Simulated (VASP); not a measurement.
A run of VASP 6.6.1:

File INCAR:

```
PREC = Accurate
ENCUT = 520
EDIFF = 1E-6
ISMEAR = 0
SIGMA = 0.020999999999999998
LREAL = False
LASPH = True
NELM = 100
ALGO = Normal
ISIF = 2
LWAVE = False
LCHARG = True
GGA = PE
LELF = True
LVHAR = True
NBANDS = 12
```

KPOINTS

```
regular mesh
0
Gamma
  9 9 9
```

Contents of POSCAR:

```
As
1.0
    1.8807968987      1.0858785957      3.5140619945
   -1.8807968987      1.0858785957      3.5140619945
    0.0000000000     -2.1717571915      3.5140619945
As
2
Direct
    0.2260000000      0.2260000000      0.2260000000
    0.7740000000      0.7740000000      0.7740000000
```

Potentials or basis: VASP PAW PBE potentials, release 64 (As).

Run with:

```sh
$ cat potpaw_PBE.64/As/POTCAR > POTCAR
$ mpirun -np 1 vasp_std > vasp.out
```

Hardware: 1 thread of Intel(R) Xeon(R) 6975P-C (Granite Rapids), with other jobs on the host.

**Question.** How long does it take, and how much memory?

**Answer.** Wall time 12 s on 1 thread of Intel(R) Xeon(R) 6975P-C (Granite Rapids), on a shared host, peak memory 0.18 GiB. Counts: scf iterations 10, k points 85.
